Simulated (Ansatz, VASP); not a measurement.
**Sr in VASP and in Ansatz**

```
Sr
1.0
     0.00000    3.04235    3.19447
     3.04235    0.00000    3.19447
     3.04235    3.04235    0.00000
Sr
1
Direct
  0.00000 0.00000 0.00000
```

Change from the starting cell: strain +0.000 along x and y, +0.050 along z, atoms carried along.

Alike in both runs: task single point; functional PBE; k mesh 14 × 14 × 14; occupations gaussian, width 0.15 eV; no spin polarisation.

|  | VASP | Ansatz |
| --- | --- | --- |
| version | VASP 6.6.1 | Ansatz 0.2.0 |
| potentials or method | VASP PAW PBE potentials, release 64 (Sr_sv), cutoff 520 eV | scalar-relativistic, plane waves, PAW |
| valence electrons in the cell | 10 | 10 |

|  | VASP | Ansatz | Ansatz less VASP |
| --- | --- | --- | --- |
| gap on the k mesh at the Fermi level (eV) | none | none | - |
| pressure (GPa) | -0.8 | -0.8 | 0.00 |
| traceless stress, the component that is largest in VASP (GPa) | -0.21 | -0.21 | 0.000 |

A gap of «none» marks a metal or a gap that the smearing closes.
